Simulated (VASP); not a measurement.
Set up this calculation in VASP 6.6.1, as the native input.

| Item | Value |
| --- | --- |
| Task | single point |
| Functional | r2SCAN0 |
| Potentials or basis | VASP PAW PBE potentials, release 64 (Pb_d) |
| Cutoff | 520 eV |
| k mesh | 5 × 5 × 5 |
| Occupations | fermi-dirac, width 0.05 eV |
| Spin | no spin polarisation |
| Dipole correction | no |
| Grid for exact exchange (PRECFOCK) | Normal |
| Further INCAR settings | ALGO = Normal; EDIFF = 1e-06; NBANDS = 13 |
| Share of exact exchange | 0.25 |

Pb:

```
CELL_PARAMETERS angstrom
0.00000 2.47502 2.47502
2.47502 0.00000 2.47502
2.47502 2.47502 0.00000
ATOMIC_POSITIONS crystal
Pb 0.00000 0.00000 0.00000
```

The input as run:

POSCAR

```
Pb
1.0
    0.0000000000      2.4750200000      2.4750200000
    2.4750200000      0.0000000000      2.4750200000
    2.4750200000      2.4750200000      0.0000000000
Pb
1
Direct
    0.0000000000      0.0000000000      0.0000000000
```

INCAR.step1

```
SYSTEM = Pb
PREC = Accurate
ENCUT = 520
EDIFF = 1E-5
ISMEAR = -1
SIGMA = 0.05
LREAL = .FALSE.
LASPH = .TRUE.
NELM = 60
ALGO = Normal
ISIF = 2
LWAVE = .TRUE.
LCHARG = .FALSE.
GGA = PE
NBANDS = 13
```

INCAR.step2

```
SYSTEM = Pb
PREC = Accurate
ENCUT = 520
EDIFF = 1E-6
ISMEAR = -1
SIGMA = 0.05
LREAL = .FALSE.
LASPH = .TRUE.
NELM = 60
ALGO = Normal
ISIF = 2
LWAVE = .FALSE.
LCHARG = .FALSE.
METAGGA = R2SCAN
LHFCALC = .TRUE.
AEXX = 0.25
LMIXTAU = .TRUE.
PRECFOCK = Normal
ISTART = 1
NBANDS = 13
```

KPOINTS

```
Automatic mesh
0
G
  5 5 5
  0 0 0
```

Potentials or basis: VASP PAW PBE potentials, release 64 (Pb_d).

Run with:

```bash
$ cat potpaw_PBE.64/Pb_d/POTCAR > POTCAR
$ cp INCAR.step1 INCAR
$ mpirun -np 1 vasp_std > vasp.out
$ cp INCAR.step2 INCAR
$ mpirun -np 1 vasp_std > vasp.out
```

Results of the run:

```
Pressure               : -0.3 GPa
Band gap on the k mesh : zero (bands 7 and 8 overlap by 9.81 eV)
```

Caveat: the k points lie up to 0.44 Å⁻¹ apart, too coarse for converged energies and pressures of a metal; the PAW data sets were made with another functional, which shifts forces and pressure a little; spin-orbit coupling is left out, which moves the levels of the heavy elements.

It took 6.3 min on 1 thread of AMD EPYC 7R13 Processor (Zen 3), on a shared host, peak memory 0.14 GiB.
